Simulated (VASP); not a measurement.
# PtS2 in VASP: notebook, part 2 of 2

VASP 6.6.1.

**3. Single point, r2SCAN (atom 2 (S) moved 0.05 Å along y)**

POSCAR reads:

```
PtS2
1.0
    3.5478349487      0.0000000000      0.0000000000
   -1.7739174743      3.0725151940      0.0000000000
    0.0000000000      0.0000000000      5.5956922260
Pt S
1 2
Direct
    0.0000000000      0.0000000000      0.0000000000
    0.3414699896      0.6829399792      0.2204225226
    0.6666666667      0.3333333333      0.7795774774
```

INCAR.step1 reads:

```
SYSTEM = PtS2
ALGO = Normal
EDIFF = 1E-5
ENCUT = 550
GGA = PE
GGA_COMPAT = .False.
ISMEAR = 0
LASPH = .True.
LCHARG = .False.
LREAL = .False.
LWAVE = .True.
NBANDS = 18
NELM = 120
PREC = Accurate
SIGMA = 0.05
```

INCAR.step2 reads:

```
SYSTEM = PtS2
ALGO = Normal
EDIFF = 1E-6
ENCUT = 550
GGA_COMPAT = .False.
ISIF = 2
ISMEAR = 0
ISTART = 1
LASPH = .True.
LCHARG = .False.
LMIXTAU = .True.
LREAL = .False.
LWAVE = .False.
METAGGA = R2SCAN
NBANDS = 18
NELM = 120
PREC = Accurate
SIGMA = 0.05
```

KPOINTS reads:

```
k-points
0
Gamma
  8 8 4
  0 0 0
```

Potentials or basis: VASP PAW PBE potentials, release 64 (Pt, S).

The run is started by

```bash
$ cat potpaw_PBE.64/Pt/POTCAR potpaw_PBE.64/S/POTCAR > POTCAR
$ cp INCAR.step1 INCAR
$ mpirun -np 1 vasp_std > vasp.out
$ cp INCAR.step2 INCAR
$ mpirun -np 1 vasp_std > vasp.out
```

Wall time 2.4 min (1 thread of Intel Xeon 6975P-C (Granite Rapids), shared host); peak memory 0.25 GiB.

Results (log left out):

* Free energy: -68.8615 eV
* Pressure: 0.1 GPa
* Largest force: 0.464 eV/Å
* Band gap on the k mesh: 1.27 eV (least direct gap 1.32 eV)

Forces in eV/Å, atoms in the order of the input:
```
Pt   0.000  0.415 -0.023
S    0.000 -0.463  0.021
S    0.000  0.048  0.002
```

Stress tensor (GPa, compression positive):
```
 0.89  0.00  0.00
 0.00 -0.73 -1.59
 0.00 -1.59  0.07
```

Levels at points of the mesh, in eV from the valence-band top:
| k point | band 8 | band 9 | band 10 | band 11 | band 12 | band 13 | band 14 | band 15 |
| --- | --- | --- | --- | --- | --- | --- | --- | --- |
| (0.00, 0.00, 0.00) | -1.59 | -0.70 | -0.59 | -0.13 | 2.83 | 2.98 | 6.01 | 6.16 |
| (0.50, 0.00, 0.00) | -2.67 | -2.59 | -2.44 | -2.08 | 2.40 | 2.94 | 5.89 | 7.17 |
| (0.00, 0.50, 0.00) | -2.60 | -2.57 | -2.34 | -2.09 | 2.26 | 3.06 | 5.98 | 7.21 |
| (0.00, 0.00, 0.50) | -1.92 | -0.90 | -0.78 | -0.69 | 3.06 | 3.19 | 6.31 | 7.78 |
| (0.50, 0.00, 0.50) | -2.76 | -2.46 | -2.27 | -1.42 | 2.54 | 2.82 | 5.62 | 6.48 |
| (0.00, 0.50, 0.50) | -2.69 | -2.41 | -2.29 | -1.32 | 2.66 | 2.77 | 5.52 | 6.40 |

Caveat: the cell differs from its parent crystal (atom 2 (S) moved 0.05 Å along y); the PAW data sets were made with another functional, which shifts forces and pressure a little; spin-orbit coupling is left out, which moves the levels of the heavy elements. A k mesh can miss the band edges.

**4. Relaxation of shape and atoms at fixed volume, r2SCAN (19.52 Å³/atom)**

This run uses another cell than the first one, of 19.52 Å³/atom.

POSCAR reads:

```
PtS2
1.0
    3.5239331838      0.0000000000      0.0000000000
   -1.7619665919      3.0518156584      0.0000000000
    0.0000000000      0.0000000000      5.4449831097
Pt S
1 2
Direct
    0.0000000000      0.0000000000      0.0000000000
    0.3333333333      0.6666666667      0.2246832811
    0.6666666667      0.3333333333      0.7753167189
```

INCAR.step1 reads:

```
PREC = Accurate
ENCUT = 550
ISMEAR = 0
SIGMA = 0.05
LREAL = F
LASPH = T
NELM = 120
GGA = PE
ALGO = Normal
EDIFF = 1E-5
LWAVE = T
LCHARG = F
GGA_COMPAT = F
IBRION = 2
ISIF = 3
EDIFFG = -0.005
NELMIN = 4
NSW = 100
```

INCAR.step2 reads:

```
PREC = Accurate
ENCUT = 550
EDIFF = 1E-7
ISMEAR = 0
SIGMA = 0.05
LREAL = F
LASPH = T
NELM = 120
ALGO = Normal
ISIF = 4
LWAVE = F
LCHARG = F
METAGGA = R2SCAN
LMIXTAU = T
IBRION = 2
NSW = 60
EDIFFG = -0.01
ISTART = 1
GGA_COMPAT = F
NELMIN = 4
```

KPOINTS reads:

```
regular mesh
0
Gamma
  8 8 4
```

The run is started by

```bash
$ cat potpaw_PBE.64/Pt/POTCAR potpaw_PBE.64/S/POTCAR > POTCAR
$ cp INCAR.step1 INCAR
$ mpirun -np 1 vasp_std > vasp.out
$ cp INCAR.step2 INCAR
$ mpirun -np 1 vasp_std > vasp.out
```

Wall time 7.7 min (1 thread of Intel Xeon 6975P-C (Granite Rapids), shared host); peak memory 0.21 GiB.

Results (log left out):

| Item | Value |
| --- | --- |
| Free energy | -68.8683 eV |
| Energy gained by relaxing | 3.1 meV/atom |
| Ionic steps | 6 |
| Pressure after relaxing | 0.6 GPa |
| Band gap on the k mesh | 1.20 eV (least direct gap 1.23 eV) |

Step by step:
```csv
step,energy change (eV),largest force (eV/Å),pressure (GPa),volume (Å³)
1,0.0000,0.2821,3.14,58.56
2,-0.0069,0.1023,1.84,58.56
3,-0.0086,0.0557,0.70,58.56
4,-0.0086,0.0415,0.80,58.56
5,-0.0092,0.0155,0.68,58.56
6,-0.0094,0.0012,0.60,58.56
```

Final structure:
```
Pt S
1.0
     3.54897    0.00000    0.00000
    -1.77449    3.07350    0.00000
     0.00000    0.00000    5.36842
Pt S
1 2
Direct
  0.00000 0.00000 0.00000
  0.33333 0.66667 0.22896
  0.66667 0.33333 0.77104
```

Levels at points of the mesh, in eV from the valence-band top:
```csv
k point,band 9,band 10,band 11,band 12,band 13,band 14
"(0.00, 0.00, 0.00)",-0.79,-0.79,-0.02,2.71,2.71,5.73
"(0.50, 0.00, 0.00)",-2.79,-2.73,-2.21,2.13,2.93,5.91
"(0.00, 0.00, 0.50)",-0.93,-0.93,-0.93,3.04,3.04,6.24
"(0.50, 0.00, 0.50)",-2.54,-2.48,-1.37,2.36,2.69,5.58
```

Caveat: the PAW data sets were made with another functional, which shifts forces and pressure a little; spin-orbit coupling is left out, which moves the levels of the heavy elements. r2SCAN opens gaps a little over a GGA but as a rule still falls short of measured ones.

**5. Relaxation of shape and atoms at fixed volume, r2SCAN (19.93 Å³/atom)**

POSCAR reads:

```
PtS2
1.0
    3.5240232584      0.0000000000      0.0000000000
   -1.7620116292      3.0518936653      0.0000000000
    0.0000000000      0.0000000000      5.5581361130
Pt S
1 2
Direct
    0.0000000000      0.0000000000      0.0000000000
    0.3333333333      0.6666666667      0.2204225226
    0.6666666667      0.3333333333      0.7795774774
```

INCAR.step1 reads:

```
SYSTEM = PtS2
PREC = Accurate ; ENCUT = 550
ISMEAR = 0 ; SIGMA = 0.05
LREAL = .FALSE. ; LASPH = .TRUE.
NELM = 120 ; GGA = PE
ALGO = Normal ; EDIFF = 1E-5
LWAVE = .TRUE. ; LCHARG = .FALSE.
GGA_COMPAT = .FALSE. ; IBRION = 2
ISIF = 3 ; EDIFFG = -0.005
NELMIN = 4 ; NSW = 100
```

INCAR.step2 reads:

```
SYSTEM = PtS2
PREC = Accurate ; ENCUT = 550
EDIFF = 1E-7 ; ISMEAR = 0
SIGMA = 0.05 ; LREAL = .FALSE.
LASPH = .TRUE. ; NELM = 120
ALGO = Normal ; ISIF = 4
LWAVE = .FALSE. ; LCHARG = .FALSE.
METAGGA = R2SCAN ; LMIXTAU = .TRUE.
IBRION = 2 ; NSW = 60
EDIFFG = -0.01 ; ISTART = 1
GGA_COMPAT = .FALSE. ; NELMIN = 4
```

KPOINTS reads:

```
Automatic mesh
0
G
  8 8 4
  0 0 0
```

The run is started by

```bash
$ cat potpaw_PBE.64/Pt/POTCAR potpaw_PBE.64/S/POTCAR > POTCAR
$ cp INCAR.step1 INCAR
$ mpirun -np 1 vasp_std > vasp.out
$ cp INCAR.step2 INCAR
$ mpirun -np 1 vasp_std > vasp.out
```

It took 8.4 min on 1 thread of Intel Xeon 6975P-C (Granite Rapids), shared host; peak memory 0.22 GiB.

It converged, with:

| Property | Result |
| --- | --- |
| Free energy | -68.8719 eV |
| Energy gained by relaxing | 3.0 meV/atom |
| Ionic steps | 6 |
| Pressure after relaxing | 0.3 GPa |
| Band gap on the k mesh | 1.28 eV (least direct gap 1.31 eV) |

Step by step:
| step | energy change (eV) | largest force (eV/Å) | pressure (GPa) | volume (Å³) |
| --- | --- | --- | --- | --- |
| 1 | 0.0000 | 0.2792 | 2.74 | 59.78 |
| 2 | -0.0067 | 0.1025 | 1.48 | 59.78 |
| 3 | -0.0084 | 0.0554 | 0.35 | 59.78 |
| 4 | -0.0084 | 0.0401 | 0.46 | 59.78 |
| 5 | -0.0090 | 0.0148 | 0.34 | 59.78 |
| 6 | -0.0091 | 0.0011 | 0.27 | 59.78 |

Final structure:
```xyz
3
Lattice="3.5484 0.0000 0.0000 -1.7742 3.0730 0.0000 0.0000 0.0000 5.4819" Properties=species:S:1:pos:R:3 pbc="T T T"
Pt    0.0000    0.0000    0.0000
S     0.0000    2.0487    1.2312
S     1.7742    1.0243    4.2507
```

Levels at points of the mesh, in eV from the valence-band top:
```csv
k point,band 8,band 9,band 10,band 11,band 12,band 13,band 14,band 15
"(0.00, 0.00, 0.00)",-1.65,-0.71,-0.71,-0.06,2.83,2.83,5.89,6.19
"(0.50, 0.00, 0.00)",-2.70,-2.67,-2.55,-2.13,2.26,2.97,5.93,7.17
"(0.00, 0.00, 0.50)",-2.04,-0.89,-0.82,-0.82,3.10,3.10,6.29,7.80
"(0.50, 0.00, 0.50)",-2.80,-2.46,-2.38,-1.37,2.50,2.76,5.59,6.38
```

Caveat: the PAW data sets were made with another functional, which shifts forces and pressure a little; spin-orbit coupling is left out, which moves the levels of the heavy elements. r2SCAN opens gaps a little over a GGA but as a rule still falls short of measured ones.

**6. Overview**

```csv
task,cell,gap on the mesh (eV),pressure (GPa),largest force (eV/Å)
single point,"a = 3.548, b = 3.495, c = 5.596 Å, angles 90.0, 90.0, 120.5°, 3 atoms, atomic positions A",1.33,3.1,0.30
single point,"a = 3.548, b = 3.548, c = 5.596 Å, angles 90.0, 90.0, 120.0°, 3 atoms, atomic positions B",1.27,0.1,0.46
relaxation of shape and atoms at fixed volume,"relaxed from a = 3.524, b = 3.524, c = 5.445 Å, angles 90.0, 90.0, 120.0°, 3 atoms, atomic positions C",1.20,0.6,-
relaxation of shape and atoms at fixed volume,"relaxed from a = 3.524, b = 3.524, c = 5.558 Å, angles 90.0, 90.0, 120.0°, 3 atoms, atomic positions A",1.28,0.3,-
```

Alike in all rows: level r2SCAN; potentials or basis VASP PAW PBE potentials, release 64 (Pt, S); no spin polarisation; k mesh 8 × 8 × 4; cutoff (eV) 550; smearing gaussian 0.05 eV.

Caveats: the PAW data sets were made with another functional, which shifts forces and pressure a little; spin-orbit coupling is left out, which moves the levels of the heavy elements; the cell stands under pressure (at least some runs).

Absolute energies hang on the potentials; compare differences alone.
